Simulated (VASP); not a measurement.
# Zn (Fm-3m) in VASP: further runs, part 2 of 2

VASP 6.6.1.

**3. Relaxation of cell and atoms, PBEsol, target pressure 5 GPa, at which the enthalpy is minimised**

File INCAR:

```
ALGO     = Fast           # electronic algorithm
EDIFF    = 1E-6           # SCF threshold, eV
EDIFFG   = -0.01          # ionic threshold
ENCUT    = 600            # plane-wave cutoff, eV
GGA      = PS             # functional
IBRION   = 2              # ionic algorithm
ISIF     = 3              # what is computed and relaxed
ISMEAR   = -1             # smearing method
LASPH    = T              # aspherical terms in the spheres
LCHARG   = F              # write CHGCAR
LREAL    = F              # projectors in reciprocal space
LWAVE    = F              # write WAVECAR
NELM     = 100            # most SCF steps
NSW      = 60             # ionic steps
PREC     = Accurate       # precision mode
PSTRESS  = 50.0         
SIGMA    = 0.05           # smearing width, eV
```

File KPOINTS:

```
k-points
0
Gamma
  12 12 12
```

File POSCAR:

```
Zn
1.0
    0.0000000000      1.9647760000      1.9647760000
    1.9647760000      0.0000000000      1.9647760000
    1.9647760000      1.9647760000      0.0000000000
Zn
1
Direct
    0.0000000000      0.0000000000      0.0000000000
```

Potentials or basis: VASP PAW PBE potentials, release 64 (Zn).

Command:

```console
cat potpaw_PBE.64/Zn/POTCAR > POTCAR
mpirun -np 1 vasp_std > vasp.out
```

It took 50 s on 1 thread of AMD EPYC 7R43 (Zen 3), shared host; peak memory 0.11 GiB.

It converged, with:

```
Free energy                                            : -1.5441 eV
Relaxed volume                                         : 13.50 Å³/atom
Relaxed cell                                           : a = 2.673 Å, b = 2.673 Å, c = 2.673 Å, α = 60.00°, β = 60.00°, γ = 60.00°
Space group after relaxing (to 0.05 Å)                 : Fm-3m (No. 225)
Energy change on relaxing (the enthalpy is what falls) : -7.3 meV/atom
Ionic steps                                            : 4
Pressure after relaxing                                : 4.9 GPa
Band gap on the k mesh                                 : zero (band 6 reaches 6.10 eV, above the bottom of band 7 at 2.61 eV)
```

The path:
```
step  energy change (eV)  largest force (eV/Å)  pressure (GPa)  volume (Å³)
   1              0.0000                0.0000           -4.92        15.17
   2              0.0039                0.0000            7.09        13.20
   3             -0.0057                0.0000            5.36        13.45
   4             -0.0073                0.0000            4.89        13.50
```

Final structure:
```xyz
1
Lattice="0.0000 1.8898 1.8898 1.8898 0.0000 1.8898 1.8898 1.8898 0.0000" Properties=species:S:1:pos:R:3 pbc="T T T"
Zn    0.0000    0.0000    0.0000
```

Levels at points of the mesh, in eV from the Fermi level:
| k point | band 4 | band 5 | band 6 | band 7 | band 8 | band 9 |
| --- | --- | --- | --- | --- | --- | --- |
| (0.00, 0.00, 0.00) | -7.90 | -7.43 | -7.43 | 19.84 | 19.95 | 19.95 |
| (0.50, 0.00, 0.00) | -7.08 | -7.08 | -3.40 | -1.14 | 16.68 | 16.68 |
| (0.50, 0.50, 0.00) | -6.99 | -6.99 | -1.29 | 2.21 | 9.04 | 9.04 |

Caveat: the cell is relaxed towards a set pressure, so the enthalpy falls and the energy may rise; the PAW data sets were made with another functional, which shifts forces and pressure a little.

**4. Single point, PBEsol**

File INCAR:

```
PREC = Accurate
ENCUT = 520
EDIFF = 1E-6
ISMEAR = -1
SIGMA = 0.05
LREAL = False
LASPH = True
NELM = 80
ALGO = Normal
ISIF = 2
LWAVE = False
LCHARG = True
GGA = PS
LELF = True
LVHAR = True
NBANDS = 12
```

File KPOINTS:

```
regular mesh
0
Gamma
  12 12 12
```

POSCAR is that of step 3.

Potentials or basis: VASP PAW PBE potentials, release 64 (Zn).

Command:

```console
cat potpaw_PBE.64/Zn/POTCAR > POTCAR
mpirun -np 1 vasp_std > vasp.out
```

OUTCAR:

```text
PREC = Accurate
   ENCUT = 520
   EDIFF = 1E-6
   ISMEAR = -1
   LREAL = False
   LASPH = True
   NELM = 80
   ISIF = 2
   GGA = PS

 ion  position               nearest neighbor table
   1  0.000  0.000  0.000-

  LATTYP: Found a face centered cubic cell.
 ALAT       =     3.9295520000

  Lattice vectors:

 A1 = (   0.0000000000,   1.9647760000,   1.9647760000)
 A2 = (   1.9647760000,   0.0000000000,   1.9647760000)
 A3 = (   1.9647760000,   1.9647760000,   0.0000000000)

Analysis of symmetry for initial positions (statically):
=====================================================================
 Subroutine PRICEL returns:
 Original cell was already a primitive cell.

 Routine SETGRP: Setting up the symmetry group for a
 face centered cubic supercell.

 Subroutine GETGRP returns: Found 48 space group operations
 (whereof 48 operations were pure point group operations)
 out of a pool of 48 trial point group operations.

The static configuration has the point symmetry O_h .

Analysis of symmetry for dynamics (positions and initial velocities):
=====================================================================
 Subroutine PRICEL returns:
 Original cell was already a primitive cell.

 Routine SETGRP: Setting up the symmetry group for a
 face centered cubic supercell.

 Subroutine GETGRP returns: Found 48 space group operations
 (whereof 48 operations were pure point group operations)
 out of a pool of 48 trial point group operations.

The dynamic configuration has the point symmetry O_h .

 Subroutine INISYM returns: Found 48 space group operations
 (whereof 48 operations are pure point group operations),
 and found     1 'primitive' translations

----------------------------------------------------------------------------------------

                                     Primitive cell

  volume of cell :      15.1694
[... 101 lines left out ...]
   EFERMI =   0.00;   METHOD = LEGACY
   ISMEAR =    -1;   SIGMA  =   0.05  broadening in eV -4-tet -1-fermi 0-gaus
   EFERMI_NEDOS =   21; number of points for ismear=-14 and -15
   IALGO  =     38    algorithm
   IMIX   =      4    mixing-type and parameters
     AMIX     =   0.40;   BMIX     =  1.00
     AMIX_MAG =   1.60;   BMIX_MAG =  1.00
  volume/ion in A,a.u.               =      15.17       102.37
  Fermi-wavevector in a.u.,A,eV,Ry     =   1.514069  2.861175 31.190044  2.292404
  Thomas-Fermi vector in A             =   2.623775
   LORBIT       =      0    0 simple, 1 ext, 2 COOP (PROOUT), +10 PAW based schemes
   GGA     = PS    functional components
[... 5 lines left out ...]
 non-spin polarized calculation
  energy-cutoff  :      520.00
  volume of cell :       15.17
 maximum number of plane-waves:       424
 NGX is ok and might be reduce to    24
   NGX = 11   NGY = 11   NGZ = 11

 number of electron      12.0000008 magnetization

 Free energy of the ion-electron system (eV)
  ---------------------------------------------------
  ext. energy  EPLUGINS =         0.00000000
  ---------------------------------------------------
  free energy    TOTEN  =        -1.53702672 eV

  energy without entropy =       -1.53367243  energy(sigma->0) =       -1.53534958

 E-fermi :   2.8550     XC(G=0): -11.7252

 val. band max:        2.7437029843   @ k =  -0.4167   0.3333   0.0000
 cond. band min:       2.8825950843   @ k =  -0.4167   0.0833   0.0000
 fundamental gap:      0.1388921000
 Fermi energy:         2.8550411864

 k-point     1 :       0.0000    0.0000    0.0000
  band No.  band energies     occupation
      1      -7.4587      2.00000
      2      -4.6793      2.00000
      3      -4.6793      2.00000
      4      -4.6793      2.00000
      5      -4.2962      2.00000
      6      -4.2962      2.00000
      7      21.1520      0.00000
      8      21.1521      0.00000
      9      21.1521      0.00000
     10      21.8258      0.00000
     11      23.9349      0.00000
     12      23.9349      0.00000
[... 331 lines left out ...]
 k-point    24 :      -0.4167    0.1667    0.0000
  band No.  band energies     occupation
      1      -5.1923      2.00000
      2      -4.7681      2.00000
      3      -4.5397      2.00000
      4      -4.3318      2.00000
      5      -4.0558      2.00000
      6       0.6095      2.00000
      7       2.5200      1.99754
      8      12.2820      0.00000
      9      15.9672      0.00000
     10      18.3160      0.00000
     11      25.3087      0.00000
     12      26.4181      0.00000

 [... further k-points ...]
[... 5 lines left out ...]
  --------------------------------------------------------------------------------------
  -------------------------------------------------------------------------------------
  Total       -0.4601456     -0.4601456     -0.4601456     -0.0000000     -0.0000000      0.0000000
  in kB      -48.6000467    -48.6000467    -48.6000467     -0.0000000     -0.0000000      0.0000000
  external PRESSURE =     -48.6000467 kB  Pullay stress =       0.0000000 kB

 VOLUME and BASIS-vectors are now :
 -----------------------------------------------------------------------------
  energy-cutoff  :      520.00
  volume of cell :       15.17
      direct lattice vectors                 reciprocal lattice vectors
     0.000000000  1.964776000  1.964776000    -0.254481936  0.254481936  0.254481936
     1.964776000  0.000000000  1.964776000     0.254481936 -0.254481936  0.254481936
     1.964776000  1.964776000  0.000000000     0.254481936  0.254481936 -0.254481936

 POSITION                                       TOTAL-FORCE (eV/Angst)
 -----------------------------------------------------------------------------------
      0.00000      0.00000      0.00000        -0.000000     -0.000000     -0.000000
 -----------------------------------------------------------------------------------
    total drift:                               -0.000000      0.000000     -0.000000

  FREE ENERGIE OF THE ION-ELECTRON SYSTEM (eV)
  ---------------------------------------------------
  free  energy   TOTEN  =        -1.5370267219 eV

  energy  without entropy=       -1.5336724311  energy(sigma->0) =       -1.53534958
```

stdout:

```text
POSCAR found type information on POSCAR Zn
 POSCAR found :  1 types and       1 ions
 scaLAPACK will be used
 -----------------------------------------------------------------------------
|                                                                             |
|                                                                             |
|     You enforced a specific xc type in the INCAR file but a different       |
|     I HOPE YOU KNOW WHAT YOU ARE DOING!                                     |
|                                                                             |
 -----------------------------------------------------------------------------

 LDA part: xc-table for (Slater+PW92), standard interpolation
 POSCAR, INCAR and KPOINTS ok, starting setup
 FFT: planning ... GRIDC
 FFT: planning ... GRID_SOFT
 FFT: planning ... GRID
 WAVECAR not read
 entering main loop
```

Run time: 4.6 s. Hardware: 1 thread of Intel Xeon 6975P-C (Granite Rapids), shared host; peak memory 0.14 GiB.

What came out:

* Free energy: -1.5370 eV
* Pressure: -4.9 GPa
* Band gap on the k mesh: zero (band 6 reaches 5.15 eV, above the bottom of band 7 at 1.53 eV)

Caveat: the PAW data sets were made with another functional, which shifts forces and pressure a little.

**5. Summary**

```tsv
task	level	cell	cutoff (eV)	gap on the mesh (eV)	pressure (GPa)
relaxation of cell and atoms	PBEsol+D4	relaxed	600	none	0.0
relaxation of cell and atoms	PBEsol	relaxed to 5 GPa	600	none	4.9
single point	PBEsol	as given	520	none	-4.9
```

Alike in all rows: potentials or basis VASP PAW PBE potentials, release 64 (Zn); no spin polarisation; k mesh 12 × 12 × 12; smearing fermi-dirac 0.05 eV.

Caveats: the PAW data sets were made with another functional, which shifts forces and pressure a little; pairwise dispersion overbinds metals, which lowers pressure and volume (some runs); the cell is relaxed towards a set pressure, so the enthalpy falls and the energy may rise (some runs).

Total energies depend on the potentials used, so only differences within one code and one set of settings carry meaning.
